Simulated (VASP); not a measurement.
Runs of VASP 6.6.1 on MgS. The structure is that of space group F-43m (No. 216), or close to it. The cells are those of the table. 

```tsv
level	cell	k mesh	smearing	grid for exact exchange (PRECFOCK)	screening parameter	gap on the mesh (eV)	pressure (GPa)
PBE	a = 4.078, b = 4.078, c = 4.003 Å, angles 60.6, 60.6, 58.8°, 2 atoms	8 × 8 × 8	fermi-dirac 0.02 eV	-	-	3.24	-1.1
r2SCAN	a = 4.078, b = 4.078, c = 4.003 Å, angles 60.6, 60.6, 58.8°, 2 atoms	8 × 8 × 8	gaussian 0.01 eV	-	-	3.90	-2.3
HSE06	a = 4.078, b = 4.078, c = 4.003 Å, angles 60.6, 60.6, 58.8°, 2 atoms	6 × 6 × 6	gaussian 0.01 eV	Normal	0.2079 1/Å	4.28	-2.2
PBE	a = 3.929 Å, angles 60.0°, 2 atoms	8 × 8 × 8	fermi-dirac 0.02 eV	-	-	3.75	4.7
PBE	a = 4.003, b = 4.003, c = 3.991 Å, angles 60.1, 60.1, 60.2°, 2 atoms	8 × 8 × 8	fermi-dirac 0.02 eV	-	-	3.44	0.9
HSE06	a = 3.929 Å, angles 60.0°, 2 atoms	6 × 6 × 6	gaussian 0.01 eV	Normal	0.2079 1/Å	(b)	3.7
r2SCAN	a = 3.929 Å, angles 60.0°, 2 atoms	8 × 8 × 8	gaussian 0.01 eV	-	-	4.27	(a)
r2SCAN	a = 4.003, b = 4.003, c = 3.991 Å, angles 60.1, 60.1, 60.2°, 2 atoms	8 × 8 × 8	gaussian 0.01 eV	-	-	4.11	-0.3
```

Alike in all rows: task single point; potentials or basis VASP PAW PBE potentials, release 64 (Mg, S); no spin polarisation; cutoff (eV) 520.

Fill in the values left out.

(a) 3.5; (b) 4.81.

Caveats: the PAW data sets were made with another functional, which shifts forces and pressure a little (some runs).

A k mesh can miss the band edges.
